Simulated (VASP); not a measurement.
# BN (P6_3mc) in VASP: settings compared, part 2 of 2

VASP 6.6.1. The steps go on from the part before.

### Step 3. Single point, PBE+D3(BJ) (volume scaled by 1.02)

INCAR reads:

```
PREC = Accurate
ENCUT = 600
EDIFF = 1E-6
ISMEAR = 0
SIGMA = 0.05
LREAL = False
LASPH = True
NELM = 120
ALGO = Normal
ISIF = 2
LWAVE = False
LCHARG = False
GGA = PE
IVDW = 12
NBANDS = 16
GGA_COMPAT = False
```

KPOINTS reads:

```
regular mesh
0
Gamma
  10 10 6
```

POSCAR reads:

```
BN
1.0
    2.5585640260      0.0000000000      0.0000000000
   -1.2792820130      2.2157814437      0.0000000000
    0.0000000000      0.0000000000      4.2310641708
B N
2 2
Direct
    0.6666666667      0.3333333333      0.0002146919
    0.3333333333      0.6666666667      0.5002146919
    0.6666666667      0.3333333333      0.3747853081
    0.3333333333      0.6666666667      0.8747853081
```

Potentials or basis: VASP PAW PBE potentials, release 64 (B, N).

Run with:

```
$ cat potpaw_PBE.64/B/POTCAR potpaw_PBE.64/N/POTCAR > POTCAR
$ mpirun -np 1 vasp_std > vasp.out
```

OUTCAR:

```text
PREC = Accurate
   ENCUT = 600
   EDIFF = 1E-6
   ISMEAR = 0
   LREAL = False
   LASPH = True
   NELM = 120
   ISIF = 2
   GGA = PE
   IVDW = 12
 IVDW          = 12

 ion  position               nearest neighbor table
   1  0.667  0.333  0.000-   4 1.57   4 1.57   4 1.57   3 1.58
   2  0.333  0.667  0.500-   3 1.57   3 1.57   3 1.57   4 1.58
   3  0.667  0.333  0.375-   2 1.57   2 1.57   2 1.57   1 1.58
   4  0.333  0.667  0.875-   1 1.57   1 1.57   1 1.57   2 1.58

  LATTYP: Found a hexagonal cell.
[... 659 lines left out ...]

  FORCE on cell =-STRESS in cart. coord.  units (eV):
  Direction    XX          YY          ZZ          XY          YZ          ZX
  --------------------------------------------------------------------------------------
  -------------------------------------------------------------------------------------
  Total      -1.09401    -1.09401    -1.09834     0.00000     0.00000     0.00000
  in kB     -73.07317   -73.07317   -73.36259     0.00000     0.00000     0.00000
  external pressure =      -73.17 kB  Pullay stress =        0.00 kB

 VOLUME and BASIS-vectors are now :
 -----------------------------------------------------------------------------
  energy-cutoff  :      600.00
  volume of cell :       23.99
      direct lattice vectors                 reciprocal lattice vectors
     2.558564026  0.000000000  0.000000000     0.390844235  0.225654024  0.000000000
    -1.279282013  2.215781444  0.000000000     0.000000000  0.451308049  0.000000000
     0.000000000  0.000000000  4.231064171     0.000000000  0.000000000  0.236347160

 POSITION                                       TOTAL-FORCE (eV/Angst)
 -----------------------------------------------------------------------------------
      1.27928      0.73859      0.00091         0.000000     -0.000000     -0.007817
     -0.00000      1.47719      2.11644        -0.000000      0.000000     -0.007817
      1.27928      0.73859      1.58574        -0.000000      0.000000      0.007817
     -0.00000      1.47719      3.70127         0.000000     -0.000000      0.007817
 -----------------------------------------------------------------------------------
    total drift:                               -0.000000     -0.000000     -0.000225

  FREE ENERGIE OF THE ION-ELECTRON SYSTEM (eV)
  ---------------------------------------------------
  free  energy   TOTEN  =       -35.6635749639 eV

  energy  without entropy=      -35.6635749639  energy(sigma->0) =      -35.66357496
```

Run time: 47 s. Hardware: 1 thread of Intel Xeon 8259CL, shared host; peak memory 0.16 GiB.

Results:

```yaml
Free_energy: -35.6636 eV
Pressure: -7.3 GPa
Largest_force: 0.008 eV/Å
Band_gap_on_the_k_mesh: 5.41 eV, indirect (least direct gap 8.20 eV)
Dispersion_energy_per_atom: -0.206 eV
```

Forces in eV/Å, atoms in the order of the input:
```
B    0.000  0.000 -0.008
B    0.000  0.000 -0.008
N    0.000  0.000  0.008
N    0.000  0.000  0.008
```

Levels at points of the mesh, in eV from the valence-band top:
```
           k point  band 5  band 6  band 7  band 8  band 9  band 10  band 11  band 12
(0.00, 0.00, 0.00)   -2.09   -0.26    0.00    0.00    8.31     8.31     8.53     9.35
(0.50, 0.00, 0.00)   -6.83   -4.91   -4.34   -2.08    6.66     7.92    10.53    11.34
(0.00, 0.00, 0.50)   -1.16   -1.16   -1.16   -1.16    9.36     9.36     9.85     9.85
(0.50, 0.00, 0.50)   -3.71   -3.71   -3.52   -3.52    6.54     6.54     9.94     9.94
```

Caveat: the cell differs from its parent crystal (volume scaled by 1.02).

### Step 4. Single point, RPBE

This run uses another cell than the first one, of 6.06 Å³/atom, 1.031 times its volume.

INCAR reads:

```
SYSTEM = BN
PREC = Accurate ; ENCUT = 600
EDIFF = 1E-6 ; ISMEAR = 0
SIGMA = 0.05 ; LREAL = .False.
LASPH = .True. ; NELM = 120
ALGO = Normal ; ISIF = 2
LWAVE = .False. ; LCHARG = .False.
GGA = RP ; NBANDS = 16
GGA_COMPAT = .False.
```

KPOINTS reads:

```
Automatic mesh
0
Gamma
  10 10 6
  0 0 0
```

POSCAR reads:

```
BN
1.0
    2.5672162420      0.0000000000      0.0000000000
   -1.2836081210      2.2232744826      0.0000000000
    0.0000000000      0.0000000000      4.2459950958
B N
2 2
Direct
    0.6666666667      0.3333333333      0.0001536915
    0.3333333333      0.6666666667      0.5001536915
    0.6666666667      0.3333333333      0.3748463085
    0.3333333333      0.6666666667      0.8748463085
```

Run with:

```
$ cat potpaw_PBE.64/B/POTCAR potpaw_PBE.64/N/POTCAR > POTCAR
$ mpirun -np 1 vasp_std > vasp.out
```

It took 45 s on 1 thread of Intel Xeon 8259CL, shared host; peak memory 0.16 GiB.

Results (log left out):

```
Free energy            : -33.1927 eV
Pressure               : 0.2 GPa
Band gap on the k mesh : 5.50 eV, indirect (least direct gap 8.21 eV)
```

Stress tensor (GPa, compression positive):
```
 0.38  0.00  0.00
 0.00  0.38  0.00
 0.00  0.00 -0.02
```

Levels at points of the mesh, in eV from the valence-band top:
| k point | band 4 | band 5 | band 6 | band 7 | band 8 | band 9 | band 10 | band 11 | band 12 | band 13 |
| --- | --- | --- | --- | --- | --- | --- | --- | --- | --- | --- |
| (0.00, 0.00, 0.00) | -2.07 | -2.07 | -0.25 | 0.00 | 0.00 | 8.33 | 8.33 | 8.51 | 9.21 | 10.43 |
| (0.50, 0.00, 0.00) | -7.67 | -6.78 | -4.86 | -4.27 | -2.06 | 6.66 | 7.95 | 10.53 | 11.27 | 12.71 |
| (0.00, 0.00, 0.50) | -5.62 | -1.15 | -1.15 | -1.15 | -1.15 | 9.29 | 9.29 | 9.85 | 9.85 | 9.85 |
| (0.50, 0.00, 0.50) | -9.82 | -3.67 | -3.67 | -3.49 | -3.49 | 6.54 | 6.54 | 9.89 | 9.89 | 14.11 |

Caveat: the PAW data sets were made with another functional, which shifts forces and pressure a little. A k mesh can miss the band edges.

### Step 5. Single point, RPBE

This run uses another cell than the first one, of 6.06 Å³/atom, 1.031 times its volume.

INCAR reads:

```
SYSTEM = BN
  PREC = Accurate
  ENCUT = 600
  EDIFF = 1E-6
  ISMEAR = 0
  SIGMA = 0.05
  LREAL = .FALSE.
  LASPH = .TRUE.
  NELM = 120
  ALGO = Normal
  ISIF = 2
  LWAVE = .FALSE.
  LCHARG = .FALSE.
  GGA = RP
  NBANDS = 16
  GGA_COMPAT = .FALSE.
```

KPOINTS reads:

```
regular mesh
0
G
  10 10 6
  0 0 0
```

POSCAR reads:

```
BN
1.0
    2.5682311877      0.0000000000      0.0000000000
   -1.2841155939      2.2241534514      0.0000000000
    0.0000000000      0.0000000000      4.2456355739
B N
2 2
Direct
    0.6666666667      0.3333333333      0.0001136907
    0.3333333333      0.6666666667      0.5001136907
    0.6666666667      0.3333333333      0.3748863093
    0.3333333333      0.6666666667      0.8748863093
```

Run with:

```
$ cat potpaw_PBE.64/B/POTCAR potpaw_PBE.64/N/POTCAR > POTCAR
$ mpirun -np 1 vasp_std > vasp.out
```

It took 47 s on 1 thread of Intel Xeon 8259CL, shared host; peak memory 0.16 GiB.

The run converged. Its results:

```
Free energy            : -33.1927 eV
Pressure               : 0.0 GPa
Largest force          : 0.008 eV/Å
Band gap on the k mesh : 5.51 eV, indirect (least direct gap 8.21 eV)
```

Forces in eV/Å, atoms in the order of the input:
```
B    0.000  0.000  0.008
B    0.000  0.000  0.008
N    0.000  0.000 -0.008
N    0.000  0.000 -0.008
```

Levels at points of the mesh, in eV from the valence-band top:
```tsv
k point	band 6	band 7	band 8	band 9	band 10	band 11
(0.00, 0.00, 0.00)	-0.24	0.00	0.00	8.32	8.32	8.52
(0.50, 0.00, 0.00)	-4.86	-4.27	-2.06	6.65	7.95	10.53
(0.00, 0.00, 0.50)	-1.15	-1.15	-1.15	9.28	9.28	9.84
(0.50, 0.00, 0.50)	-3.67	-3.48	-3.48	6.54	6.54	9.89
```

Caveat: the PAW data sets were made with another functional, which shifts forces and pressure a little. A k mesh can miss the band edges.

### Step 6. Overview

| level | cell | gap on the mesh (eV) | pressure (GPa) | largest force (eV/Å) |
| --- | --- | --- | --- | --- |
| PBE+D3(BJ) | a = 2.542, b = 2.542, c = 4.203 Å, angles 90.0, 90.0, 120.0°, 4 atoms | 5.38 | 0.0 | 0.01 |
| PBE+D3(BJ) | a = 2.559, b = 2.559, c = 4.231 Å, angles 90.0, 90.0, 120.0°, 4 atoms | 5.41 | -7.3 | 0.01 |
| RPBE | a = 2.567, b = 2.567, c = 4.246 Å, angles 90.0, 90.0, 120.0°, 4 atoms | 5.50 | 0.2 | - |
| RPBE | a = 2.568, b = 2.568, c = 4.246 Å, angles 90.0, 90.0, 120.0°, 4 atoms | 5.51 | 0.0 | 0.01 |

Alike in all rows: task single point; potentials or basis VASP PAW PBE potentials, release 64 (B, N); no spin polarisation; k mesh 10 × 10 × 6; cutoff (eV) 600; smearing gaussian 0.05 eV.

Caveats: the PAW data sets were made with another functional, which shifts forces and pressure a little (some runs).

Total energies depend on the potentials used, so only differences within one code and one set of settings carry meaning.
